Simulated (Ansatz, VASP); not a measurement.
One calculation of GaH, two programs

```
Ga H
1.0
     3.38310    0.00000    0.00000
    -1.69155    2.92985    0.00000
     0.00000    0.00000    2.67839
Ga H
1 1
Direct
  0.66667 0.33333 0.00000
  0.00000 0.00000 0.00000
```

Alike in both runs: functional PBE; k mesh 5 × 5 × 4; occupations gaussian, width 0.15 eV; no spin polarisation.

Ansatz relaxed the structure, and its values are those at the end. VASP's run is a single point on that final structure, the one shown.

```csv
,VASP,Ansatz
version,VASP 6.6.1,Ansatz 0.2.0
potentials or method,"VASP PAW PBE potentials, release 64 (Ga_d, H), cutoff 500 eV","scalar-relativistic, plane waves, PAW"
valence electrons in the cell,14,14
```

|  | VASP | Ansatz | Ansatz less VASP |
| --- | --- | --- | --- |
| gap on the k mesh at the Fermi level (eV) | none | none | - |
| pressure (GPa) | -0.3 | -0.2 | +0.04 |

A gap of «none» marks a metal or a gap that the smearing closes.

The k mesh is coarse, so the values compare programs but aren't converged.
